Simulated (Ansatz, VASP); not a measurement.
Two plane-wave programs on NaF

Contents of INCAR:

```
SYSTEM = NaF
PREC = Accurate ; ENCUT = 600
EDIFF = 1E-6 ; ISMEAR = -1
SIGMA = 0.1 ; LREAL = .FALSE.
LASPH = .TRUE. ; NELM = 120
ALGO = Normal ; ISIF = 2
LWAVE = .FALSE. ; LCHARG = .TRUE.
GGA = PE ; LELF = .TRUE.
LVHAR = .TRUE. ; NBANDS = 14
GGA_COMPAT = .FALSE.
```

File KPOINTS:

```
Automatic mesh
0
G
  8 8 8
  0 0 0
```

File POSCAR:

```
NaF
1.0
    0.0000000000      2.4018293478      2.4018293478
    2.4018293478      0.0000000000      2.4018293478
    2.4018293478      2.4018293478      0.0000000000
Na F
1 1
Direct
    0.0000000000      0.0000000000      0.0000000000
    0.5000000000      0.5000000000      0.5000000000
```

Input for Ansatz:

```yaml
crystal:
  lattice:
    - [0.0, 2.4018293478, 2.4018293478]
    - [2.4018293478, 0.0, 2.4018293478]
    - [2.4018293478, 2.4018293478, 0.0]
  atoms:
    - { symbol: Na, position: [0.0, 0.0, 0.0] }
    - { symbol: F, position: [0.5, 0.5, 0.5] }
basis:
  ecutwfc: 420
kpoints:
  mp_grid: { grid: [8, 8, 8] }
hamiltonian:
  xc: pbe
scf:
  occupations: { method: fermi_dirac }
output:
  forces: true
  stress: true
  eigenvalues: true
```

Alike in both runs: task single point; functional PBE; k mesh 8 × 8 × 8; no spin polarisation.

|  | VASP | Ansatz |
| --- | --- | --- |
| version | VASP 6.6.1 | Ansatz 0.2.0 |
| potentials or method | VASP PAW PBE potentials, release 64 (Na_pv, F), cutoff 600 eV | scalar-relativistic, plane waves, PAW |
| occupations | fermi-dirac, width 0.1 eV | fermi-dirac |
| valence electrons in the cell | 14 | 16 |

|  | VASP | Ansatz | Ansatz less VASP |
| --- | --- | --- | --- |
| gap on the k mesh at the Fermi level (eV) | 5.76 | 5.77 | +0.011 |
| least direct gap on the mesh (eV) | 5.76 | 5.77 | +0.011 |
| pressure (GPa) | -2.8 | -2.5 | +0.25 |

VASP's potentials hold 14 valence electrons a cell and Ansatz's 16, so a difference there can come from the potentials and not from the codes.
